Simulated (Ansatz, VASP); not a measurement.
# PbO: VASP beside Ansatz

INCAR

```
SYSTEM = PbO
PREC = Accurate
ENCUT = 520
EDIFF = 1E-6
ISMEAR = 0
SIGMA = 0.05
LREAL = .False.
LASPH = .True.
NELM = 80
ALGO = Normal
ISIF = 2
LWAVE = .False.
LCHARG = .False.
GGA = PS
NBANDS = 28
```

File KPOINTS:

```
Automatic mesh
0
Gamma
  8 8 6
  0 0 0
```

POSCAR

```
PbO
1.0
    4.0141440000      0.0000000000      0.0000000000
    0.0000000000      3.9346560000      0.0000000000
    0.0000000000      0.0000000000      5.0220000000
Pb O
2 2
Direct
    0.0000000000      0.5000000000      0.2351000000
    0.5000000000      0.0000000000      0.7649000000
    0.0000000000      0.0000000000      0.0000000000
    0.5000000000      0.5000000000      0.0000000000
```

Input for Ansatz:

```yaml
crystal:
  lattice:
    - [4.014144, 0.0, 0.0]
    - [0.0, 3.934656, 0.0]
    - [0.0, 0.0, 5.022]
  atoms:
    - { symbol: Pb, position: [0.0, 0.5, 0.2351] }
    - { symbol: Pb, position: [0.5, 0.0, 0.7649] }
    - { symbol: O, position: [0.0, 0.0, 0.0] }
    - { symbol: O, position: [0.5, 0.5, 0.0] }
basis:
  ecutwfc: 420
kpoints:
  mp_grid: { grid: [8, 8, 6] }
hamiltonian:
  xc: pbesol
scf:
  occupations: { method: gaussian, width: 0.05 }
output:
  forces: true
  stress: true
  eigenvalues: true
```

Change from the starting cell: strain +0.0100 x Voigt [1, -1, 0, 0, 0, 0], atoms carried along.

Alike in both runs: task single point; functional PBEsol; k mesh 8 × 8 × 6; occupations gaussian, width 0.05 eV; no spin polarisation.

|  | VASP | Ansatz |
| --- | --- | --- |
| version | VASP 6.6.1 | Ansatz 0.2.0 |
| potentials or method | VASP PAW PBE potentials, release 64 (Pb_d, O), cutoff 520 eV | scalar-relativistic, plane waves, PAW |
| valence electrons in the cell | 40 | 40 |

Ansatz gave:

```
gap on the k mesh at the Fermi level (eV)                     : 1.17
least direct gap on the mesh (eV)                             : 2.25
pressure (GPa)                                                : 1.0
traceless stress, the component that is largest in VASP (GPa) : 0.76
rms of the force components (eV/Å)                            : 0.082
```

**Question.** Estimate VASP's values.

**Answer.** gap on the k mesh at the Fermi level (eV): 1.18; least direct gap on the mesh (eV): 2.24; pressure (GPa): 1.0; traceless stress, the component that is largest in VASP (GPa): 0.78; rms of the force components (eV/Å): 0.096.

VASP's potentials were made for PBE, not for PBEsol. Atom by atom the forces differ by 0.019 eV/Å (rms over components).

Neither program's run includes spin-orbit coupling.
